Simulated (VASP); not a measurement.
Set up this calculation in VASP 6.6.1, as the native input.

```
Task                               : single point
Functional                         : PBE-based screened hybrid with 10 % exact exchange
Potentials or basis                : VASP PAW PBE potentials, release 64 (Br, K_sv)
Cutoff                             : 520 eV
k mesh                             : 4 × 4 × 4
Occupations                        : fermi-dirac, width 0.05 eV
Spin                               : no spin polarisation
Dipole correction                  : no
Grid for exact exchange (PRECFOCK) : Normal
Share of exact exchange            : 0.1
Further INCAR settings             : ALGO = Normal; EDIFF = 1e-07; NBANDS = 15
Screening parameter                : 0.2 1/Å
```

KBr:

```xyz
2
Lattice="0.0000 3.3000 3.3000 3.3000 0.0000 3.3000 3.3000 3.3000 0.0000" Properties=species:S:1:pos:R:3 pbc="T T T"
Br    3.3000    3.3000    3.3000
K     0.0000    0.0000    0.0000
```

One way to write it, as run:

POSCAR

```
KBr
1.0
    0.0000000000      3.3000000000      3.3000000000
    3.3000000000      0.0000000000      3.3000000000
    3.3000000000      3.3000000000      0.0000000000
Br K
1 1
Direct
    0.5000000000      0.5000000000      0.5000000000
    0.0000000000      0.0000000000      0.0000000000
```

INCAR.step1

```
SYSTEM = KBr
PREC = Accurate
ENCUT = 520
EDIFF = 1E-5
ISMEAR = -1
SIGMA = 0.05
LREAL = .FALSE.
LASPH = .TRUE.
NELM = 100
ALGO = Normal
ISIF = 2
LWAVE = .TRUE.
LCHARG = .FALSE.
NBANDS = 15
GGA = PE
```

INCAR.step2

```
SYSTEM = KBr
PREC = Accurate
ENCUT = 520
EDIFF = 1E-7
ISMEAR = -1
SIGMA = 0.05
LREAL = .FALSE.
LASPH = .TRUE.
NELM = 100
ALGO = Normal
ISIF = 2
LWAVE = .FALSE.
LCHARG = .FALSE.
GGA = PE
LHFCALC = .TRUE.
AEXX = 0.1
HFSCREEN = 0.2
PRECFOCK = Normal
NBANDS = 15
ISTART = 1
```

KPOINTS

```
Automatic mesh
0
G
  4 4 4
  0 0 0
```

Potentials or basis: VASP PAW PBE potentials, release 64 (Br, K_sv).

Launch:

```bash
$ cat potpaw_PBE.64/Br/POTCAR potpaw_PBE.64/K_sv/POTCAR > POTCAR
$ cp INCAR.step1 INCAR
$ mpirun -np 1 vasp_std > vasp.out
$ cp INCAR.step2 INCAR
$ mpirun -np 1 vasp_std > vasp.out
```

It gave:

* Pressure: 0.7 GPa
* Band gap on the k mesh: 4.90 eV

Caveat: the PAW data sets were made with another functional, which shifts forces and pressure a little.

It took 12 min on 1 thread of Intel Xeon 8259CL (shared host), peak memory 0.32 GiB.
